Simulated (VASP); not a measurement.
Wanted: the native input for a VASP 6.6.1 run.

- Task: single point
- Functional: LDA
- Potentials or basis: VASP PAW LDA potentials, release 64 (Hf_pv, O)
- Cutoff: 520 eV
- k mesh: 6 × 6 × 8
- Occupations: gaussian, width 0.05 eV
- Spin: no spin polarisation
- Dipole correction: no
- Further INCAR settings: ALGO = Normal; EDIFF = 1e-07; NBANDS = 31

The structure of HfO2 lies in POSCAR:

```
HfO2
1.0
    4.7888991402      0.0000000000      0.0000000000
    0.0000000000      4.7888991402      0.0000000000
    0.0000000000      0.0000000000      3.1858186410
Hf O
2 4
Direct
    0.0110741544     -0.0110741544      0.0000000000
    0.5000000000      0.5000000000      0.5000000000
    0.1951075730      0.8048924270      0.5000000000
    0.3048924270      0.3048924270      0.0000000000
    0.6951075730      0.6951075730      0.0000000000
    0.8048924270      0.1951075730      0.5000000000
```

This cell differs from its parent crystal: atom 1 (Hf) moved +0.075 Å along Cartesian [1 -1 0].

These files were run (other wordings do the same):

INCAR

```
PREC = Accurate
ENCUT = 520
EDIFF = 1E-7
ISMEAR = 0
SIGMA = 0.05
LREAL = F
LASPH = T
NELM = 100
ALGO = Normal
ISIF = 2
LWAVE = F
LCHARG = F
NBANDS = 31
```

KPOINTS

```
Automatic mesh
0
Gamma
  6 6 8
```

Potentials or basis: VASP PAW LDA potentials, release 64 (Hf_pv, O).

The run is started by

```console
$ cat potpaw_LDA.64/Hf_pv/POTCAR potpaw_LDA.64/O/POTCAR > POTCAR
$ mpirun -np 1 vasp_std > vasp.out
```

It gave:

```json
{
 "Pressure": "-1.9 GPa",
 "Largest force": "1.602 eV/Å",
 "Band gap on the k mesh": "3.77 eV"
}
```

Caveat: the cell differs from its parent crystal (atom 1 (Hf) moved +0.075 Å along Cartesian [1 -1 0]); spin-orbit coupling is left out, which moves the levels of the heavy elements; forces of over 1 eV/Å act on the atoms, so gaps and moduli don't describe the material at rest.

Run time: 82 s on 1 thread of Intel(R) Xeon(R) Platinum 8259CL CPU @ 2.50GHz (Skylake/Cascade Lake), on a shared host, peak memory 0.23 GiB.
